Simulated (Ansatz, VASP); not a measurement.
# BeTe in VASP and in Ansatz

```
Te Be
1.0
     0.00000    2.73256    2.73256
     2.73256    0.00000    2.73256
     2.73256    2.73256    0.00000
Te Be
1 1
Direct
  0.75000 0.75000 0.75000
  0.00000 0.00000 0.00000
```

Alike in both runs: task single point; functional HSE06; k mesh 6 × 6 × 6; occupations fermi-dirac, width 0.05 eV; no spin polarisation.

|  | VASP | Ansatz |
| --- | --- | --- |
| version | VASP 6.6.1 | Ansatz 0.2.0 |
| potentials or method | VASP PAW PBE potentials, release 64 (Te, Be) | Ansatz PAW |
| plane-wave cutoff (eV) | 520 | 420 |
| valence electrons in the cell | 8 | 18 |

VASP gave:

- gap on the k mesh at the Fermi level (eV): 2.38
- least direct gap on the mesh (eV): 4.37
- pressure (GPa): 6.4

Problem. What did Ansatz give for the same quantities?

Solution. gap on the k mesh at the Fermi level (eV): 2.41; least direct gap on the mesh (eV): 4.38; pressure (GPa): 6.5.

With one functional, cell and mesh, what is left measures potentials, basis and numerics. VASP's potentials hold 8 valence electrons a cell and Ansatz's 18, so a difference there can come from the potentials and not from the codes.

Neither program's run includes spin-orbit coupling.
